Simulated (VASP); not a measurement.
Wanted: the native input for a VASP 6.6.1 run.

- Task: single point
- Functional: PBEsol
- Potentials or basis: VASP PAW PBE potentials, release 64 (Ir)
- Cutoff: 520 eV
- k mesh: 21 × 21 × 12
- Occupations: gaussian, width 0.15 eV
- Spin: collinear spin
- Starting moments: [0.8, 0.8] μB
- Fixed moment: 1.6 μB
- Dipole correction: no
- Further INCAR settings: ALGO = Normal; EDIFF = 1e-07; NBANDS = 20

The structure of Ir lies in POSCAR:

```
Ir
1.0
    2.6633313082      0.0000000000      0.0000000000
   -1.3316656541      2.3065125716      0.0000000000
    0.0000000000      0.0000000000      4.3180806037
Ir
2
Direct
    0.6666666667      0.3333333333      0.7500000000
    0.3333333333      0.6666666667      0.2500000000
```

This isn't the form of Ir at room conditions, which is fcc.

One way to write it, as run:

INCAR

```
PREC     = Accurate       # precision mode
ENCUT    = 520            # plane-wave cutoff, eV
EDIFF    = 1E-7           # SCF threshold, eV
ISMEAR   = 0              # smearing method
SIGMA    = 0.15           # smearing width, eV
LREAL    = False          # projectors in reciprocal space
LASPH    = True           # aspherical terms in the spheres
NELM     = 150            # most SCF steps
ALGO     = Normal         # electronic algorithm
ISIF     = 2              # what is computed and relaxed
LWAVE    = False          # write WAVECAR
LCHARG   = False          # write CHGCAR
ISPIN    = 2              # spin polarisation
MAGMOM   = 0.8 0.8        # initial moments
LORBIT   = 11             # projections on sites
NUPDOWN  = 1.6            # fixed moment
LMAXMIX  = 4              # l up to which the mixer works
GGA      = PS             # functional
NBANDS   = 20             # bands
```

KPOINTS

```
regular mesh
0
Gamma
  21 21 12
```

Potentials or basis: VASP PAW PBE potentials, release 64 (Ir).

The run is started by

```console
$ cat potpaw_PBE.64/Ir/POTCAR > POTCAR
$ mpirun -np 1 vasp_std > vasp.out
```

It gave:

```json
{
  "Pressure": "35.9 GPa",
  "Net moment": "1.60 μB per cell",
  "Site moments": "Ir +0.78 μB",
  "Valence electrons inside the program's atomic spheres": "Ir 8.63"
}
```

Caveat: the cell stands under pressure; the PAW data sets were made with another functional, which shifts forces and pressure a little; the total moment is fixed, so each spin has its own Fermi level.

Wall time 110 s on 1 thread of Intel(R) Xeon(R) 6975P-C (Granite Rapids) (shared host), peak memory 0.34 GiB.
